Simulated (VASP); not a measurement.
# Ti (I4/mmm) in VASP: further runs

The runs below take Ti through single point, with PBEsol.

Program: VASP 6.6.1. These are calculated values, not measurements. Logs are shortened: lines on timing, memory, paths and dates and some standing lists are left out, and cuts for length are marked.

## 1. The cell of the first run

Symmetry: I4/mmm, No. 139, tetragonal system. Conventional cell: a = 2.825 Å, b = 2.825 Å, c = 4.194 Å, α = 90.00°, β = 90.00°, γ = 90.00°. Ti (site symmetry 4/mmm) has 12 Ti at 2.82 to 2.90 Å within 3.7 Å.

## 2. Single point, PBEsol

Contents of INCAR:

```
PREC     = Accurate       # precision mode
ENCUT    = 520            # plane-wave cutoff, eV
EDIFF    = 1E-7           # SCF threshold, eV
ISMEAR   = 0              # smearing method
SIGMA    = 0.15           # smearing width, eV
LREAL    = F              # projectors in reciprocal space
LASPH    = T              # aspherical terms in the spheres
NELM     = 60             # most SCF steps
ALGO     = Fast           # electronic algorithm
ISIF     = 2              # what is computed and relaxed
LWAVE    = F              # write WAVECAR
LCHARG   = F              # write CHGCAR
GGA      = PS             # functional
NBANDS   = 12             # bands
```

Contents of KPOINTS:

```
Automatic mesh
0
Gamma
  22 22 22
```

Contents of POSCAR:

```
Ti
1.0
    0.0000000000      1.9972523380      2.0971149549
    1.9972523380      0.0000000000      2.0971149549
    1.9972523380      1.9972523380      0.0000000000
Ti
1
Direct
    0.0000000000      0.0000000000      0.0000000000
```

Potentials or basis: VASP PAW PBE potentials, release 64 (Ti_sv).

Run with:

```sh
$ cat potpaw_PBE.64/Ti_sv/POTCAR > POTCAR
$ mpirun -np 1 vasp_std > vasp.out
```

OUTCAR:

```text
PREC = Accurate
   ENCUT = 520
   EDIFF = 1E-7
   ISMEAR = 0
   LREAL = F
   LASPH = T
   NELM = 60
   ISIF = 2
   GGA = PS

 ion  position               nearest neighbor table
   1  0.000  0.000  0.000-

  LATTYP: Found a body centered tetragonal cell.
 ALAT       =     2.8245413439
 C/A-ratio  =     1.4849242405

  Lattice vectors:

 A1 = (  -1.9972523380,   0.0000000000,   2.0971149549)
 A2 = (   1.9972523380,   0.0000000000,   2.0971149549)
 A3 = (   0.0000000000,   1.9972523380,  -2.0971149549)

Analysis of symmetry for initial positions (statically):
=====================================================================
 Subroutine PRICEL returns:
 Original cell was already a primitive cell.

 Routine SETGRP: Setting up the symmetry group for a
 body centered tetragonal supercell.

 Subroutine GETGRP returns: Found 16 space group operations
 (whereof 16 operations were pure point group operations)
 out of a pool of 16 trial point group operations.

The static configuration has the point symmetry D_4h.

Analysis of symmetry for dynamics (positions and initial velocities):
=====================================================================
 Subroutine PRICEL returns:
 Original cell was already a primitive cell.

 Routine SETGRP: Setting up the symmetry group for a
 body centered tetragonal supercell.

 Subroutine GETGRP returns: Found 16 space group operations
 (whereof 16 operations were pure point group operations)
 out of a pool of 16 trial point group operations.

The dynamic configuration has the point symmetry D_4h.

 Subroutine INISYM returns: Found 16 space group operations
 (whereof 16 operations are pure point group operations),
 and found     1 'primitive' translations

----------------------------------------------------------------------------------------

                                     Primitive cell

  volume of cell :      16.7309

  direct lattice vectors                    reciprocal lattice vectors
     0.000000000  1.997252338  2.097114955    -0.250343930  0.250343930  0.238422791
     1.997252338  0.000000000  2.097114955     0.250343930 -0.250343930  0.238422791
     1.997252338  1.997252338  0.000000000     0.250343930  0.250343930 -0.238422791

  length of vectors
     2.896015890  2.896015890  2.824541344     0.426836730  0.426836730  0.426836730

  position of ions in fractional coordinates (direct lattice)
     0.000000000  0.000000000  0.000000000

  ion indices of the primitive-cell ions
   primitive index   ion index
                 1           1

----------------------------------------------------------------------------------------

 KPOINTS: Automatic mesh

Automatic generation of k-mesh.
 Grid dimensions read from file:
 generate k-points for:   22   22   22

 Generating k-lattice:

  Cartesian coordinates                     Fractional coordinates (reciprocal lattice)
    -0.011379270  0.011379270  0.010837400     0.045454545  0.000000000  0.000000000
     0.011379270 -0.011379270  0.010837400     0.000000000  0.045454545  0.000000000
     0.011379270  0.011379270 -0.010837400    -0.000000000 -0.000000000  0.045454545

  Length of vectors
     0.019401670  0.019401670  0.019401670

  Shift w.r.t. Gamma in fractional coordinates (k-lattice)
     0.000000000  0.000000000  0.000000000

 Subroutine IBZKPT returns following result:
 ===========================================

 Found    834 irreducible k-points:

 Following reciprocal coordinates:
            Coordinates               Weight
  0.000000  0.000000  0.000000      1.000000
  0.045455  0.000000  0.000000      8.000000
  0.090909  0.000000  0.000000      8.000000
  0.136364  0.000000  0.000000      8.000000
  0.181818  0.000000  0.000000      8.000000
  0.227273  0.000000  0.000000      8.000000
[... 16 lines left out ...]
  0.500000  0.045455  0.000000      8.000000
 -0.454545  0.045455  0.000000      8.000000
 [... further k-points ...]
   k-points           NKPTS =    834   k-points in BZ     NKDIM =    834   number of bands    NBANDS=     12
   number of dos      NEDOS =    301   number of ions     NIONS =      1
   total plane-waves  NPLWV =  13824
   dimension x,y,z NGX =    24 NGY =   24 NGZ =   24
   dimension x,y,z NGXF=    48 NGYF=   48 NGZF=   48
   ions per type =               1
   NGX,Y,Z   is equivalent  to a cutoff of  13.78, 13.78, 14.13 a.u.
   NGXF,Y,Z  is equivalent  to a cutoff of  27.55, 27.55, 28.25 a.u.
 SYSTEM =  unknown system
   PREC   = accura    normal or accurate (medium, high low for compatibility)
   ISTART =      0    job   : 0-new  1-cont  2-samecut
   ICHARG =      2    charge: 1-file 2-atom 10-const
   ISPIN  =      1    spin polarized calculation?
   LNONCOLLINEAR =      F non collinear calculations
   LSORBIT =      F    spin-orbit coupling
   LASPH  =      T    aspherical Exc in radial PAW
   ENCUT  =  520.0 eV  38.22 Ry    6.18 a.u.   5.38  5.38  5.25*2*pi/ulx,y,z
   NELM   =     60;   NELMIN=  2; NELMDL= -5     # of ELM steps
   EDIFF  = 0.1E-06   stopping-criterion for ELM
   LREAL  =      F    real-space projection
   EDIFFG = 0.1E-05   stopping-criterion for IOM
   NSW    =      0    number of steps for IOM
   IBRION =     -1    ionic relax: 0-MD 1-quasi-New 2-CG
   NFREE  =      0    steps in history (QN), initial steepest desc. (CG)
   ISIF   =      2    stress and relaxation
   ISYM   =      2    0-nonsym 1-usesym 2-fastsym
   POTIM  = 0.5000    time-step for ionic-motion
   TEBEG  =    0.0;   TEEND  =   0.0 temperature during run
   PSTRESS=    0.0 pullay stress
   NELECT =      12.0000    total number of electrons
   NUPDOWN=      -1.0000    fix difference up-down
   EMIN   =  10.00;   EMAX   =-10.00  energy-range for DOS
   EFERMI =   0.00;   METHOD = LEGACY
   ISMEAR =     0;   SIGMA  =   0.15  broadening in eV -4-tet -1-fermi 0-gaus
   EFERMI_NEDOS =   21; number of points for ismear=-14 and -15
   IALGO  =     68    algorithm
   IMIX   =      4    mixing-type and parameters
     AMIX     =   0.40;   BMIX     =  1.00
     AMIX_MAG =   1.60;   BMIX_MAG =  1.00
  volume/ion in A,a.u.               =      16.73       112.91
  Fermi-wavevector in a.u.,A,eV,Ry     =   1.465421  2.769245 29.217967  2.147460
  Thomas-Fermi vector in A             =   2.581280
   LORBIT       =      0    0 simple, 1 ext, 2 COOP (PROOUT), +10 PAW based schemes
   GGA     = PS    functional components
   LHFCALC =     F    Hartree Fock is set to
   AEXX    =    0.0000 exact exchange contribution
   IVDW    =     0    specifies the selected vdW correction
   LEPSILON=     F    determine dielectric tensor
   LRPA    =     F    only Hartree local field effects (RPA)
 non-spin polarized calculation
 RMM-DIIS sequential band-by-band and
 Gauss-broadening in eV      SIGMA  =   0.15
  energy-cutoff  :      520.00
  volume of cell :       16.73
 maximum number of plane-waves:       467
 NGX is ok and might be reduce to    24
   NGX = 11   NGY = 11   NGZ = 11

 number of electron      12.0000003 magnetization

 Free energy of the ion-electron system (eV)
  ---------------------------------------------------
  ext. energy  EPLUGINS =         0.00000000
  ---------------------------------------------------
  free energy    TOTEN  =        -8.28981866 eV

  energy without entropy =       -8.27020744  energy(sigma->0) =       -8.28001305

 E-fermi :   8.4873     XC(G=0): -11.8158

 val. band max:        8.4846098487   @ k =   0.2727   0.0455   0.1364
 cond. band min:       8.4889369535   @ k =  -0.3182   0.4091   0.2727
 fundamental gap:      0.0043271049
 Fermi energy:         8.4873326029

 k-point     1 :       0.0000    0.0000    0.0000
  band No.  band energies     occupation
      1     -47.9216      2.00000
      2     -23.8355      2.00000
      3     -23.8245      2.00000
      4     -23.8245      2.00000
      5       2.3109      2.00000
      6       9.1256      0.00000
      7       9.5425      0.00000
      8       9.5425      0.00000
      9      10.8448      0.00000
     10      11.3320      0.00000
     11      24.0088      0.00000
     12      27.8049      0.00000

 k-point     2 :       0.0455    0.0000    0.0000
  band No.  band energies     occupation
      1     -47.9187      2.00000
      2     -23.8460      2.00000
      3     -23.8327      2.00000
      4     -23.8260      2.00000
      5       2.3807      2.00000
      6       9.1310      0.00000
      7       9.5180      0.00000
      8       9.5685      0.00000
      9      10.8319      0.00000
     10      11.3107      0.00000
     11      24.0728      0.00000
     12      27.6198      0.00000

 k-point     3 :       0.0909    0.0000    0.0000
  band No.  band energies     occupation
      1     -47.9102      2.00000
      2     -23.8915      2.00000
      3     -23.8417      2.00000
      4     -23.8303      2.00000
      5       2.5867      2.00000
      6       9.1131      0.00000
      7       9.4785      0.00000
      8       9.6410      0.00000
      9      10.8034      0.00000
     10      11.2542      0.00000
     11      24.2237      0.00000
     12      26.7397      0.00000
[... 286 lines left out ...]
 k-point    23 :       0.5000    0.0455    0.0000
  band No.  band energies     occupation
      1     -47.7753      2.00000
      2     -24.5882      2.00000
      3     -23.9627      2.00000
      4     -23.9003      2.00000
      5       5.8611      2.00000
      6       8.9079      0.00007
      7       9.2368      0.00000
      8       9.5286      0.00000
      9      12.1651      0.00000
     10      12.4270      0.00000
     11      17.0992      0.00000
     12      23.1629      0.00000

 k-point    24 :      -0.4545    0.0455    0.0000
  band No.  band energies     occupation
      1     -47.7759      2.00000
      2     -24.5857      2.00000
      3     -23.9641      2.00000
      4     -23.8971      2.00000
      5       5.8530      2.00000
      6       8.9425      0.00002
      7       9.1817      0.00000
      8       9.5264      0.00000
      9      12.0996      0.00000
     10      12.4671      0.00000
     11      17.1622      0.00000
     12      23.1691      0.00000

 [... further k-points ...]
[... 5 lines left out ...]
  --------------------------------------------------------------------------------------
  -------------------------------------------------------------------------------------
  Total       -0.0047217     -0.0047217     -0.1748942      0.0000000      0.0000000     -0.0000000
  in kB       -0.4521563     -0.4521563    -16.7481905      0.0000000      0.0000000     -0.0000000
  external PRESSURE =      -5.8841677 kB  Pullay stress =       0.0000000 kB

 VOLUME and BASIS-vectors are now :
 -----------------------------------------------------------------------------
  energy-cutoff  :      520.00
  volume of cell :       16.73
      direct lattice vectors                 reciprocal lattice vectors
     0.000000000  1.997252338  2.097114955    -0.250343930  0.250343930  0.238422791
     1.997252338  0.000000000  2.097114955     0.250343930 -0.250343930  0.238422791
     1.997252338  1.997252338  0.000000000     0.250343930  0.250343930 -0.238422791

 POSITION                                       TOTAL-FORCE (eV/Angst)
 -----------------------------------------------------------------------------------
      0.00000      0.00000      0.00000         0.000000      0.000000      0.000000
 -----------------------------------------------------------------------------------
    total drift:                                0.000000      0.000000      0.000000

  FREE ENERGIE OF THE ION-ELECTRON SYSTEM (eV)
  ---------------------------------------------------
  free  energy   TOTEN  =        -8.2898186575 eV

  energy  without entropy=       -8.2702074412  energy(sigma->0) =       -8.28001305
```

Run time: 3 min. Hardware: 1 thread of Intel Xeon 6975P-C, shared host; peak memory 0.28 GiB.

Results:

| Quantity | Value |
| --- | --- |
| Free energy | -8.2898 eV |
| Pressure | -0.6 GPa |
| Band gap on the k mesh | zero (band 6 reaches 9.25 eV, above the bottom of band 7 at 7.99 eV) |

Stress tensor (GPa, compression positive):
```
-0.05  0.00  0.00
 0.00 -0.05  0.00
 0.00  0.00 -1.67
```

Caveat: the PAW data sets were made with another functional, which shifts forces and pressure a little.

## 3. Single point, PBEsol

Contents of INCAR:

```
SYSTEM = Ti
PREC     = Accurate       ! precision mode
ENCUT    = 520            ! plane-wave cutoff, eV
EDIFF    = 1E-6           ! SCF threshold, eV
ISMEAR   = 0              ! smearing method
SIGMA    = 0.15           ! smearing width, eV
LREAL    = .False.        ! projectors in reciprocal space
LASPH    = .True.         ! aspherical terms in the spheres
NELM     = 100            ! most SCF steps
ALGO     = Fast           ! electronic algorithm
ISIF     = 2              ! what is computed and relaxed
LWAVE    = .False.        ! write WAVECAR
LCHARG   = .False.        ! write CHGCAR
GGA      = PS             ! functional
NBANDS   = 12             ! bands
```

Contents of KPOINTS:

```
regular mesh
0
Gamma
  22 22 22
  0 0 0
```

Contents of POSCAR:

```
Ti
1.0
    0.0000000000      2.0578116752      1.9754992082
    2.0578116752      0.0000000000      1.9754992082
    2.0578116752      2.0578116752      0.0000000000
Ti
1
Direct
    0.0000000000      0.0000000000      0.0000000000
```

Potentials or basis: VASP PAW PBE potentials, release 64 (Ti_sv).

Run with:

```sh
$ cat potpaw_PBE.64/Ti_sv/POTCAR > POTCAR
$ mpirun -np 1 vasp_std > vasp.out
```

Wall time 85 s (1 thread of Intel Xeon 6975P-C (Granite Rapids), shared host); peak memory 0.28 GiB.

The run converged. Its results:

- Free energy: -8.2906 eV
- Pressure: -0.6 GPa
- Band gap on the k mesh: zero (band 6 reaches 9.33 eV, above the bottom of band 7 at 7.92 eV)

Stress tensor (GPa, compression positive):
```
-1.05  0.00  0.00
 0.00 -1.05  0.00
 0.00  0.00  0.35
```

Levels at points of the mesh, in eV from the Fermi level:
```tsv
k point	band 2	band 3	band 4	band 5	band 6	band 7	band 8	band 9	band 10	band 11
(0.00, 0.00, 0.00)	-32.32	-32.32	-32.31	-6.18	0.80	0.80	1.13	2.41	2.79	15.51
(0.50, 0.00, 0.00)	-33.09	-32.44	-32.39	-2.68	0.58	0.75	0.97	3.67	3.84	8.59
(0.50, 0.50, 0.00)	-33.03	-32.62	-32.62	-2.70	-1.88	3.55	3.73	4.07	4.07	11.65
(0.50, 0.00, 0.50)	-33.03	-32.59	-32.54	-2.72	-1.77	2.76	3.73	3.93	4.17	10.76
```

Caveat: the PAW data sets were made with another functional, which shifts forces and pressure a little.
